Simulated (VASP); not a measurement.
# Pt (Fm-3m) in VASP: a series of runs, part 2 of 2

VASP 6.6.1.

### Step 4. Single point, LDA

This run uses another cell than the first one, of 14.76 Å³/atom, 0.963 times its volume.

Input file INCAR:

```
ALGO = Normal ; EDIFF = 1E-6
ENCUT = 520 ; ISIF = 2
ISMEAR = 0 ; LASPH = True
LCHARG = True ; LELF = True
LREAL = False ; LVHAR = True
LWAVE = False ; NBANDS = 11
NELM = 100 ; PREC = Accurate
SIGMA = 0.1
```

Input file KPOINTS:

```
k-points
0
Gamma
  18 18 18
```

Input file POSCAR:

```
Pt
1.0
    0.0000000000      1.9468759184      1.9468759184
    1.9468759184      0.0000000000      1.9468759184
    1.9468759184      1.9468759184      0.0000000000
Pt
1
Direct
    0.0000000000      0.0000000000      0.0000000000
```

The run is started by

```console
$ cat potpaw_LDA.64/Pt/POTCAR > POTCAR
$ mpirun -np 1 vasp_std > vasp.out
```

It took 12 s on 1 thread of AMD EPYC 9R45 (Zen 5), shared host; peak memory 0.11 GiB.

It converged, with:

| Property | Result |
| --- | --- |
| Free energy | -7.5070 eV |
| Pressure | 0.8 GPa |
| Band gap on the k mesh | zero (band 5 reaches 12.08 eV, above the bottom of band 6 at 9.77 eV) |

Levels at points of the mesh, in eV from the Fermi level:
```csv
k point,band 1,band 2,band 3,band 4,band 5,band 6,band 7,band 8,band 9,band 10
"(0.00, 0.00, 0.00)",-10.49,-3.96,-3.96,-3.96,-1.69,-1.69,14.55,19.60,19.60,19.60
"(0.50, 0.00, 0.00)",-7.59,-4.02,-4.02,-0.57,0.05,0.05,5.99,14.13,19.04,19.04
"(0.50, 0.50, 0.00)",-7.34,-6.89,0.03,0.51,0.51,1.72,9.10,11.40,11.40,20.47
```

Caveat: spin-orbit coupling is left out, which moves the levels of the heavy elements.

### Step 5. Relaxation of cell and atoms, LDA

This run uses another cell than the first one, of 14.73 Å³/atom, 0.961 times its volume.

Input file INCAR:

```
PREC = Accurate
ENCUT = 600
EDIFF = 1E-7
ISMEAR = 0
SIGMA = 0.1
LREAL = False
LASPH = True
NELM = 60
ALGO = Normal
ISIF = 3
LWAVE = False
LCHARG = False
IBRION = 2
NSW = 100
EDIFFG = -0.005
```

Input file KPOINTS:

```
regular mesh
0
Gamma
  18 18 18
```

Input file POSCAR:

```
Pt
1.0
    0.0000000000      1.9457172375      1.9457172375
    1.9457172375      0.0000000000      1.9457172375
    1.9457172375      1.9457172375      0.0000000000
Pt
1
Direct
    0.0000000000      0.0000000000      0.0000000000
```

Potentials or basis: VASP PAW LDA potentials, release 64 (Pt).

The run is started by

```console
$ cat potpaw_LDA.64/Pt/POTCAR > POTCAR
$ mpirun -np 1 vasp_std > vasp.out
```

OUTCAR:

```text
PREC = Accurate
   ENCUT = 600
   EDIFF = 1E-7
   ISMEAR = 0
   LREAL = False
   LASPH = True
   NELM = 60
   ISIF = 3
   IBRION = 2
   NSW = 100
   EDIFFG = -0.005

 ion  position               nearest neighbor table
   1  0.000  0.000  0.000-

  LATTYP: Found a face centered cubic cell.
 ALAT       =     3.8914344750

  Lattice vectors:

 A1 = (   0.0000000000,   1.9457172375,   1.9457172375)
 A2 = (   1.9457172375,   0.0000000000,   1.9457172375)
 A3 = (   1.9457172375,   1.9457172375,   0.0000000000)

Analysis of symmetry for initial positions (statically):
=====================================================================
 Subroutine PRICEL returns:
 Original cell was already a primitive cell.

 Routine SETGRP: Setting up the symmetry group for a
 face centered cubic supercell.

[... 254 lines left out ...]

 k-point     1 :       0.0000    0.0000    0.0000
  band No.  band energies     occupation
      1       1.0512      2.00000
      2       7.5713      2.00000
      3       7.5713      2.00000
      4       7.5713      2.00000
      5       9.8320      2.00000
      6       9.8320      2.00000
      7      26.0763      0.00000
      8      31.1044      0.00000
      9      31.1044      0.00000
[... 265 lines left out ...]
 k-point    24 :      -0.2222    0.0556    0.0000
  band No.  band energies     occupation
      1       3.1271      2.00000
      2       7.0677      2.00000
      3       7.9822      2.00000
      4       8.0510      2.00000
      5       9.6187      2.00000
      6      10.3274      2.00000
      7      25.2859      0.00000
      8      28.0978      0.00000
      9      32.7277      0.00000

 [... further k-points ...]

------------------------ aborting loop because EDIFF is reached ----------------------------------------

  FORCE on cell =-STRESS in cart. coord.  units (eV):
  Direction    XX          YY          ZZ          XY          YZ          ZX
  --------------------------------------------------------------------------------------
  -------------------------------------------------------------------------------------
  Total       -0.0007556     -0.0007556     -0.0007556      0.0000000     -0.0000000      0.0000000
  in kB       -0.0817993     -0.0817993     -0.0817993      0.0000000     -0.0000000      0.0000000
  external PRESSURE =      -0.0817993 kB  Pullay stress =       0.0000000 kB
[... 16 lines left out ...]
  FREE ENERGIE OF THE ION-ELECTRON SYSTEM (eV)
  ---------------------------------------------------
  free  energy   TOTEN  =        -7.5071864153 eV

  energy  without entropy=       -7.4968296670  energy(sigma->0) =       -7.50200804

 reached required accuracy - stopping structural energy minimisation
```

OSZICAR:

```text
N       E                     dE             d eps       ncg     rms          rms(c)
DAV:   1     0.423473704308E+02    0.42347E+02   -0.60009E+03  3534   0.117E+03
DAV:   2    -0.743619011792E+01   -0.49784E+02   -0.47950E+02  3709   0.204E+02
DAV:   3    -0.794139401104E+01   -0.50520E+00   -0.49586E+00  4200   0.211E+01
DAV:   4    -0.794300724805E+01   -0.16132E-02   -0.16130E-02  4092   0.124E+00
[... 20 lines left out ...]
DAV:   3    -0.750713636320E+01    0.93911E-03   -0.47149E-03  3667   0.576E-01    0.183E-01
DAV:   4    -0.750718791369E+01   -0.51550E-04   -0.20752E-04  3899   0.112E-01    0.153E-02
DAV:   5    -0.750718596641E+01    0.19473E-05   -0.44281E-06  3650   0.220E-02    0.387E-03
DAV:   6    -0.750718639911E+01   -0.43270E-06   -0.18720E-07  4213   0.330E-03    0.562E-04
DAV:   7    -0.750718641533E+01   -0.16218E-07   -0.41498E-09  1824   0.522E-04
   3 F= -.75071864E+01 E0= -.75020080E+01  d E =-.293874E-03
```

Run time: 30 s. Hardware: 1 thread of AMD EPYC 9R45 (Zen 5), shared host; peak memory 0.13 GiB.

What came out:

```yaml
Free_energy: -7.5072 eV
Relaxed_volume: 14.80 Å³/atom
Relaxed_cell: a = 2.756 Å, b = 2.756 Å, c = 2.756 Å, α = 60.00°, β = 60.00°, γ = 60.00°
Space_group_after_relaxing_to_0.05_Å: Fm-3m (No. 225)
Energy_gained_by_relaxing: 0.3 meV/atom
Ionic_steps: 3
Pressure_after_relaxing: 0.0 GPa
Band_gap_on_the_k_mesh: zero (band 5 reaches 12.02 eV, above the bottom of band 6 at 9.72 eV)
```

Step by step:
```tsv
step	energy change (eV)	largest force (eV/Å)	pressure (GPa)	volume (Å³)
1	0.0000	0.0000	1.42	14.73
2	0.0025	0.0000	-4.21	15.01
3	-0.0003	0.0000	-0.01	14.80
```

Final structure:
```cif
data_structure
_symmetry_space_group_name_H-M 'P 1'
_symmetry_Int_Tables_number 1
_cell_length_a 2.7559
_cell_length_b 2.7559
_cell_length_c 2.7559
_cell_angle_alpha 60.000
_cell_angle_beta 60.000
_cell_angle_gamma 60.000
_cell_volume 14.80
loop_
_atom_site_label
_atom_site_type_symbol
_atom_site_fract_x
_atom_site_fract_y
_atom_site_fract_z
_atom_site_occupancy
Pt1 Pt 0.00000 0.00000 0.00000 1
```

Caveat: spin-orbit coupling is left out, which moves the levels of the heavy elements.

### Step 6. Single point, LDA

This run uses another cell than the first one: it holds 27 atoms, not 1.

Input file INCAR:

```
PREC = Accurate
ENCUT = 520
EDIFF = 1E-6
ISMEAR = 0
SIGMA = 0.1
LREAL = Auto
LASPH = T
NELM = 100
ALGO = Fast
ISIF = 2
LWAVE = F
LCHARG = T
GGA = CA
LELF = T
LVHAR = T
NBANDS = 154
```

Input file KPOINTS:

```
regular mesh
0
Gamma
  4 4 4
```

Input file POSCAR:

```
Pt
1.0
   -5.8406277551      5.8406277551      0.0000000000
   -5.8406277551      0.0000000000      5.8406277551
    0.0000000000      5.8406277551      5.8406277551
Pt
27
Direct
    0.0000000000      0.0000000000      0.0000000000
    0.3333333333      0.0000000000      0.0000000000
    0.0000000000      0.3333333333      0.0000000000
    0.0000000000      0.0000000000      0.3333333333
    0.6666666667      0.0000000000      0.0000000000
    0.3333333333      0.3333333333      0.0000000000
    0.3333333333      0.0000000000      0.3333333333
    0.0000000000      0.6666666667      0.0000000000
    0.0000000000      0.3333333333      0.3333333333
    0.0000000000      0.0000000000      0.6666666667
    0.6666666667      0.3333333333      0.0000000000
    0.6666666667      0.0000000000      0.3333333333
    0.3333333333      0.6666666667      0.0000000000
    0.3333333333      0.3333333333      0.3333333333
    0.3333333333      0.0000000000      0.6666666667
    0.0000000000      0.6666666667      0.3333333333
    0.0000000000      0.3333333333      0.6666666667
    0.6666666667      0.6666666667      0.0000000000
    0.6666666667      0.3333333333      0.3333333333
    0.6666666667      0.0000000000      0.6666666667
    0.3333333333      0.6666666667      0.3333333333
    0.3333333333      0.3333333333      0.6666666667
    0.0000000000      0.6666666667      0.6666666667
    0.6666666667      0.6666666667      0.3333333333
    0.6666666667      0.3333333333      0.6666666667
    0.3333333333      0.6666666667      0.6666666667
    0.6666666667      0.6666666667      0.6666666667
```

Potentials or basis: VASP PAW LDA potentials, release 64 (Pt).

The run is started by

```console
$ cat potpaw_LDA.64/Pt/POTCAR > POTCAR
$ mpirun -np 1 vasp_std > vasp.out
```

Wall time 10 min (1 thread of Intel Xeon 6975P-C (Granite Rapids), shared host); peak memory 0.61 GiB.

The run converged. Its results:

| Quantity | Value |
| --- | --- |
| Free energy | -202.8367 eV |
| Pressure | 0.9 GPa |
| Band gap on the k mesh | zero (band 135 reaches 11.76 eV, above the bottom of band 136 at 10.90 eV) |

Levels at points of the mesh, in eV from the Fermi level:
| k point | band 133 | band 134 | band 135 | band 136 | band 137 | band 138 |
| --- | --- | --- | --- | --- | --- | --- |
| (0.00, 0.00, 0.00) | -0.69 | -0.69 | -0.69 | -0.69 | -0.69 | -0.69 |
| (0.50, 0.00, 0.00) | -0.16 | -0.16 | -0.16 | -0.16 | 0.04 | 0.04 |
| (0.50, 0.50, 0.00) | 0.10 | 0.10 | 0.10 | 0.50 | 0.50 | 0.50 |

Caveat: spin-orbit coupling is left out, which moves the levels of the heavy elements.

### Step 7. Overview

```tsv
task	cell	k mesh	cutoff (eV)	gap on the mesh (eV)	pressure (GPa)
single point	a = 2.788 Å, angles 60.0°, 1 atom	8 × 8 × 8	520	none	-10.5
single point	a = 2.752 Å, angles 60.0°, 1 atom	8 × 8 × 8	520	none	0.8
single point	a = 2.753 Å, angles 60.0°, 1 atom	18 × 18 × 18	520	none	0.8
relaxation of cell and atoms	relaxed from a = 2.752 Å, angles 60.0°, 1 atom	18 × 18 × 18	600	none	0.0
single point	a = 8.260 Å, angles 60.0°, 27 atoms	4 × 4 × 4	520	none	0.9
```

Alike in all rows: level LDA; potentials or basis VASP PAW LDA potentials, release 64 (Pt); no spin polarisation; smearing gaussian 0.1 eV.

Caveats: spin-orbit coupling is left out, which moves the levels of the heavy elements.

Absolute energies hang on the potentials; compare differences alone.
